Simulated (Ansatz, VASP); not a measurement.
## Two plane-wave programs on ZnGeP2

```
CELL_PARAMETERS angstrom
-2.71230 2.71230 5.35477
2.71230 -2.71230 5.35477
2.71230 2.71230 -5.35477
ATOMIC_POSITIONS crystal
Zn 0.00000 0.00000 0.00000
Zn 0.75000 0.25000 0.50000
Ge 0.50000 0.50000 0.00000
Ge 0.25000 0.75000 0.50000
P 0.37500 0.37665 0.50165
P 0.62335 0.12500 0.99835
P 0.87500 0.87335 0.49835
P 0.12665 0.62500 0.00165
```

Alike in both runs: functional PBEsol; k mesh 6 × 6 × 6; occupations fermi-dirac, width 0.02 eV; no spin polarisation.

Ansatz relaxed the structure, and its values are those at the end. VASP's run is a single point on that final structure, the one shown.

|  | VASP | Ansatz |
| --- | --- | --- |
| version | VASP 6.6.1 | Ansatz 0.2.0 |
| potentials or method | VASP PAW PBE potentials, release 64 (Zn, Ge_d, P), cutoff 500 eV | PAW plane waves |
| valence electrons in the cell | 72 | 72 |

```tsv
	VASP	Ansatz	Ansatz less VASP
gap on the k mesh at the Fermi level (eV)	1.13	1.12	-0.002
pressure (GPa)	0.0	0.0	-0.05
rms of the force components (eV/Å)	0.012	0.000	-0.0122
```

VASP's potentials were made for PBE, not for PBEsol, and Ansatz warns of the same on its side.
